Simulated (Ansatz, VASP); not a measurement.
**Li2S in VASP and in Ansatz**

```
Li S
1.0
     0.00000    2.80866    2.80866
     2.80866    0.00000    2.80866
     2.80866    2.80866    0.00000
Li S
2 1
Direct
  0.25000 0.25000 0.25000
  0.75000 0.75000 0.75000
  0.00000 0.00000 0.00000
```

Alike in both runs: task single point; functional PBEsol; k mesh 8 × 8 × 8; occupations gaussian, width 0.05 eV; no spin polarisation.

```csv
,VASP,Ansatz
version,VASP 6.6.1,Ansatz 0.2.0
potentials or method,"VASP PAW PBE potentials, release 64 (Li_sv, S), cutoff 750 eV","scalar-relativistic, plane waves, PAW"
valence electrons in the cell,12,12
```

|  | VASP | Ansatz | Ansatz less VASP |
| --- | --- | --- | --- |
| gap on the k mesh at the Fermi level (eV) | 3.19 | 3.19 | 0.000 |
| least direct gap on the mesh (eV) | 4.32 | 4.32 | -0.002 |
| pressure (GPa) | 0.8 | 0.9 | +0.04 |

VASP's potentials were made for PBE, not for PBEsol.
